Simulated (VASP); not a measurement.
# Rh (P6/mmm) in VASP: further runs, part 2 of 2

VASP 6.6.1.

## 3. Relaxation of cell and atoms, PBEsol, target pressure 0.87 GPa, at which the enthalpy is minimised

This run uses another cell than the first one, of 13.84 Å³/atom.

INCAR reads:

```
PREC = Accurate
ENCUT = 600
EDIFF = 1E-6
ISMEAR = -1
SIGMA = 0.08
LREAL = F
LASPH = T
NELM = 60
ALGO = Normal
ISIF = 3
LWAVE = F
LCHARG = F
GGA = PS
IBRION = 2
NSW = 32
EDIFFG = -0.005
PSTRESS = 8.7
```

KPOINTS reads:

```
regular mesh
0
Gamma
  9 9 12
```

POSCAR reads:

```
Rh
1.0
    4.2761526802      0.0000000000      0.0000000000
   -2.1380763401      3.7032568515      0.0000000000
    0.0000000000      0.0000000000      2.6219808034
Rh
3
Direct
    0.0000000000      0.0000000000      0.0000000000
    0.3333333333      0.6666666667      0.5000000000
    0.6666666667      0.3333333333      0.5000000000
```

Potentials or basis: VASP PAW PBE potentials, release 64 (Rh_pv).

On the command line:

```sh
cat potpaw_PBE.64/Rh_pv/POTCAR > POTCAR
mpirun -np 1 vasp_std > vasp.out
```

OUTCAR:

```text
PREC = Accurate
   ENCUT = 600
   EDIFF = 1E-6
   ISMEAR = -1
   LREAL = F
   LASPH = T
   NELM = 60
   ISIF = 3
   GGA = PS
   IBRION = 2
   NSW = 32
   EDIFFG = -0.005
   PSTRESS = 8.7

 ion  position               nearest neighbor table
   1  0.000  0.000  0.000-   2 2.80   3 2.80   2 2.80   3 2.80   2 2.80   2 2.80   3 2.80   3 2.80
                             3 2.80   3 2.80   2 2.80   2 2.80
   2  0.333  0.667  0.500-   3 2.47   3 2.47   3 2.47   1 2.80   1 2.80   1 2.80   1 2.80   1 2.80
                             1 2.80
   3  0.667  0.333  0.500-   2 2.47   2 2.47   2 2.47   1 2.80   1 2.80   1 2.80   1 2.80   1 2.80
                             1 2.80

  LATTYP: Found a hexagonal cell.
 ALAT       =     4.2761526802
 C/A-ratio  =     0.6131635139

  Lattice vectors:

 A1 = (   4.2761526802,   0.0000000000,   0.0000000000)
 A2 = (  -2.1380763401,   3.7032568515,   0.0000000000)
 A3 = (   0.0000000000,   0.0000000000,   2.6219808034)

Analysis of symmetry for initial positions (statically):
=====================================================================
 Subroutine PRICEL returns:
 Original cell was already a primitive cell.

 Routine SETGRP: Setting up the symmetry group for a
 hexagonal supercell.

 Subroutine GETGRP returns: Found 24 space group operations
 (whereof 24 operations were pure point group operations)
 out of a pool of 24 trial point group operations.

The static configuration has the point symmetry D_6h.

Analysis of symmetry for dynamics (positions and initial velocities):
=====================================================================
 Subroutine PRICEL returns:
 Original cell was already a primitive cell.

 Routine SETGRP: Setting up the symmetry group for a
 hexagonal supercell.

 Subroutine GETGRP returns: Found 24 space group operations
 (whereof 24 operations were pure point group operations)
 out of a pool of 24 trial point group operations.

The dynamic configuration has the point symmetry D_6h.

 Subroutine INISYM returns: Found 24 space group operations
 (whereof 24 operations are pure point group operations),
 and found     1 'primitive' translations

----------------------------------------------------------------------------------------

                                     Primitive cell

  volume of cell :      41.5209

  direct lattice vectors                    reciprocal lattice vectors
     4.276152680  0.000000000  0.000000000     0.233855074  0.135016290  0.000000000
    -2.138076340  3.703256851  0.000000000     0.000000000  0.270032579  0.000000000
     0.000000000  0.000000000  2.621980803     0.000000000  0.000000000  0.381391046

  length of vectors
     4.276152680  4.276152680  2.621980803     0.270032579  0.270032579  0.381391046

  position of ions in fractional coordinates (direct lattice)
     0.000000000  0.000000000  0.000000000
     0.333333333  0.666666667  0.500000000
     0.666666667  0.333333333  0.500000000

  ion indices of the primitive-cell ions
   primitive index   ion index
                 1           1
                 2           2
                 3           3

[... 32 lines left out ...]
  0.444444 -0.000000  0.000000      6.000000
  0.111111  0.111111  0.000000      6.000000
[... 16 lines left out ...]
  0.333333  0.222222  0.083333     24.000000
  0.333333  0.333333  0.083333      4.000000
 [... further k-points ...]
   k-points           NKPTS =     84   k-points in BZ     NKDIM =     84   number of bands    NBANDS=     27
   number of dos      NEDOS =    301   number of ions     NIONS =      3
   total plane-waves  NPLWV =  31104
   dimension x,y,z NGX =    36 NGY =   36 NGZ =   24
   dimension x,y,z NGXF=    72 NGYF=   72 NGZF=   48
   ions per type =               3
   NGX,Y,Z   is equivalent  to a cutoff of  14.00, 14.00, 15.22 a.u.
   NGXF,Y,Z  is equivalent  to a cutoff of  27.99, 27.99, 30.43 a.u.
 SYSTEM =  unknown system
   PREC   = accura    normal or accurate (medium, high low for compatibility)
   ISTART =      0    job   : 0-new  1-cont  2-samecut
   ICHARG =      2    charge: 1-file 2-atom 10-const
   ISPIN  =      1    spin polarized calculation?
   LNONCOLLINEAR =      F non collinear calculations
   LSORBIT =      F    spin-orbit coupling
   LASPH  =      T    aspherical Exc in radial PAW
   ENCUT  =  600.0 eV  44.10 Ry    6.64 a.u.   8.54  8.54  5.24*2*pi/ulx,y,z
   NELM   =     60;   NELMIN=  2; NELMDL= -5     # of ELM steps
   EDIFF  = 0.1E-05   stopping-criterion for ELM
   LREAL  =      F    real-space projection
   EDIFFG = -.5E-02   stopping-criterion for IOM
   NSW    =     32    number of steps for IOM
   IBRION =      2    ionic relax: 0-MD 1-quasi-New 2-CG
   NFREE  =      1    steps in history (QN), initial steepest desc. (CG)
   ISIF   =      3    stress and relaxation
   ISYM   =      2    0-nonsym 1-usesym 2-fastsym
   POTIM  = 0.5000    time-step for ionic-motion
   TEBEG  =    0.0;   TEEND  =   0.0 temperature during run
   PSTRESS=    8.7 pullay stress
   NELECT =      45.0000    total number of electrons
   NUPDOWN=      -1.0000    fix difference up-down
   EMIN   =  10.00;   EMAX   =-10.00  energy-range for DOS
   EFERMI =   0.00;   METHOD = LEGACY
   ISMEAR =    -1;   SIGMA  =   0.08  broadening in eV -4-tet -1-fermi 0-gaus
   EFERMI_NEDOS =   21; number of points for ismear=-14 and -15
   IALGO  =     38    algorithm
   IMIX   =      4    mixing-type and parameters
     AMIX     =   0.40;   BMIX     =  1.00
     AMIX_MAG =   1.60;   BMIX_MAG =  1.00
  volume/ion in A,a.u.               =      13.84        93.40
  Fermi-wavevector in a.u.,A,eV,Ry     =   1.681603  3.177769 38.474403  2.827789
  Thomas-Fermi vector in A             =   2.765131
   LORBIT       =      0    0 simple, 1 ext, 2 COOP (PROOUT), +10 PAW based schemes
   GGA     = PS    functional components
   LHFCALC =     F    Hartree Fock is set to
   AEXX    =    0.0000 exact exchange contribution
   IVDW    =     0    specifies the selected vdW correction
   LEPSILON=     F    determine dielectric tensor
   LRPA    =     F    only Hartree local field effects (RPA)
 conjugate gradient relaxation of ions
 non-spin polarized calculation
  energy-cutoff  :      600.00
  volume of cell :       41.52
 maximum number of plane-waves:      1414
 NGX is ok and might be reduce to    36
   NGX = 17   NGY = 17   NGZ = 11

--------------------------------------- Ionic step        1  -------------------------------------------

 number of electron      45.0000002 magnetization

 Free energy of the ion-electron system (eV)
  ---------------------------------------------------
  ext. energy  EPLUGINS =         0.00000000
  ---------------------------------------------------
  free energy    TOTEN  =       -23.72436257 eV

  energy without entropy =      -23.60632490  energy(sigma->0) =      -23.66534373

------------------------ aborting loop because EDIFF is reached ----------------------------------------

  FORCE on cell =-STRESS in cart. coord.  units (eV):
  Direction    XX          YY          ZZ          XY          YZ          ZX
  --------------------------------------------------------------------------------------
  -------------------------------------------------------------------------------------
  Total        0.1851993      0.1851993      0.1551778      0.0000000      0.0000000      0.0000000
  in kB        7.1463355      7.1463355      5.9878872      0.0000000      0.0000000      0.0000000
  external PRESSURE =      -1.9398139 kB  Pullay stress =       8.7000000 kB
[... 104 lines left out ...]
--------------------------------------- Ionic step        4  -------------------------------------------

 number of electron      45.0000002 magnetization

 Free energy of the ion-electron system (eV)
  ---------------------------------------------------
  ext. energy  EPLUGINS =         0.00000000
  ---------------------------------------------------
  free energy    TOTEN  =       -23.72425795 eV

  energy without entropy =      -23.60630313  energy(sigma->0) =      -23.66528054

 E-fermi :  11.6850     XC(G=0): -14.1599

 val. band max:       11.6774922268   @ k =   0.4444   0.1111   0.5000
 cond. band min:      11.6930690207   @ k =   0.3333   0.3333   0.1667
 fundamental gap:      0.0155767939
 Fermi energy:        11.6849831596

 k-point     1 :       0.0000    0.0000    0.0000
  band No.  band energies     occupation
      1     -35.3852      2.00000
      2     -35.3852      2.00000
      3     -34.9905      2.00000
      4     -34.9905      2.00000
      5     -34.7448      2.00000
      6     -34.6171      2.00000
[... 709 lines left out ...]
     26      12.3608      0.00043
     27      12.3608      0.00043

 [... further k-points ...]

------------------------ aborting loop because EDIFF is reached ----------------------------------------

  FORCE on cell =-STRESS in cart. coord.  units (eV):
  Direction    XX          YY          ZZ          XY          YZ          ZX
  --------------------------------------------------------------------------------------
  -------------------------------------------------------------------------------------
  Total        0.2294520      0.2294520      0.2174617      0.0000000      0.0000000      0.0000000
  in kB        8.8584466      8.8584466      8.3955384      0.0000000      0.0000000      0.0000000
  external PRESSURE =       0.0041439 kB  Pullay stress =       8.7000000 kB
[... 22 lines left out ...]
  energy  without entropy=      -23.6063031331  energy(sigma->0) =      -23.66528054

  enthalpy is  TOTEN    =       -23.4989100860 eV   P V=        0.2253478664

 reached required accuracy - stopping structural energy minimisation
```

OSZICAR:

```text
N       E                     dE             d eps       ncg     rms          rms(c)
DAV:   1     0.582959108129E+03    0.58296E+03   -0.30088E+04  4544   0.210E+03
DAV:   2    -0.645169745707E+01   -0.58941E+03   -0.57850E+03  4770   0.616E+02
DAV:   3    -0.252071293692E+02   -0.18755E+02   -0.17715E+02  4817   0.113E+02
DAV:   4    -0.254496347113E+02   -0.24251E+00   -0.24150E+00  4755   0.126E+01
[... 23 lines left out ...]
DAV:   6    -0.237242439252E+02    0.47715E-07   -0.12712E-06  2500   0.111E-02
   3 F= -.23498909E+02 E0= -.23439940E+02  d E =-.988607E-05
       N       E                     dE             d eps       ncg     rms          rms(c)
DAV:   1    -0.237242607933E+02   -0.16820E-04   -0.63332E-05  4584   0.832E-02    0.131E-02
DAV:   2    -0.237242579866E+02    0.28067E-05   -0.11780E-05  4554   0.309E-02    0.238E-03
DAV:   3    -0.237242579524E+02    0.34166E-07   -0.82554E-07  2295   0.103E-02
   4 F= -.23498910E+02 E0= -.23439933E+02  d E =-.104826E-04
```

Wall time 69 s (1 thread of Intel Xeon 6975P-C (Granite Rapids), shared host); peak memory 0.24 GiB.

Results:

```yaml
Free_energy: -23.7243 eV
Relaxed_volume: 13.83 Å³/atom
Relaxed_cell: a = 4.276 Å, b = 4.276 Å, c = 2.621 Å, α = 90.00°, β = 90.00°, γ = 120.00°
Space_group_after_relaxing_to_0.1_Å: P6/mmm (No. 191)
Energy_change_on_relaxing_the_run_minimises_the_enthalpy: +0.0 meV/atom
Ionic_steps: 4
Pressure_after_relaxing: 0.9 GPa
Band_gap_on_the_k_mesh: zero (an odd number of electrons rules out a gap without spin polarisation)
```

The path:
```csv
step,energy change (eV),largest force (eV/Å),pressure (GPa),volume (Å³)
1,0.0000,0.0000,0.68,41.52
2,0.0007,0.0000,1.38,41.42
3,0.0001,0.0000,0.90,41.50
4,0.0001,0.0000,0.87,41.50
```

Final structure:
```xyz
3
Lattice="4.2756 0.0000 0.0000 -2.1378 3.7028 0.0000 0.0000 0.0000 2.6214" Properties=species:S:1:pos:R:3 pbc="T T T"
Rh    0.0000    0.0000    0.0000
Rh    0.0000    2.4685    1.3107
Rh    2.1378    1.2343    1.3107
```

Levels at points of the mesh, in eV from the Fermi level:
| k point | band 20 | band 21 | band 22 | band 23 | band 24 | band 25 | band 26 | band 27 |
| --- | --- | --- | --- | --- | --- | --- | --- | --- |
| (0.00, 0.00, 0.00) | -1.68 | -1.68 | -1.62 | -1.62 | 0.80 | 0.80 | 8.51 | 8.52 |
| (0.00, 0.00, 0.50) | -0.05 | -0.05 | 0.37 | 0.37 | 1.59 | 2.84 | 3.68 | 9.70 |

Caveat: the cell is relaxed towards a set pressure, so the run minimises the enthalpy, not the energy; the PAW data sets were made with another functional, which shifts forces and pressure a little.
